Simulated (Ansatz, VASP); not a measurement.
**Two plane-wave programs on TaN**

```
CELL_PARAMETERS angstrom
2.93800 0.00000 0.00000
-1.46900 2.54438 0.00000
0.00000 0.00000 2.88300
ATOMIC_POSITIONS crystal
Ta 0.33333 0.66667 0.50000
N 0.00000 0.00000 0.00000
```

Alike in both runs: task electric field gradients; functional PBEsol; k mesh 12 × 12 × 10; occupations fermi-dirac, width 0.02 eV; no spin polarisation.

```csv
,VASP,Ansatz
version,VASP 6.6.1,Ansatz 0.2.0
potentials or method,"VASP PAW PBE potentials, release 64 (Ta_sv_GW, N)","PAW with Ansatz's default frozen-core files, scalar-relativistic"
plane-wave cutoff (eV),520,420
valence electrons in the cell,18,18
```

```csv
,VASP,Ansatz,Ansatz less VASP
pressure (GPa),-5.1,-4.9,+0.24
"traceless stress, the component that is largest in VASP (GPa)",-0.12,-0.20,-0.083
size of Vzz on the site where it differs most (V/Å²),34.5,51.9,+17.35
```

VASP's potentials were made for PBE, not for PBEsol.

Neither program's run includes spin-orbit coupling.
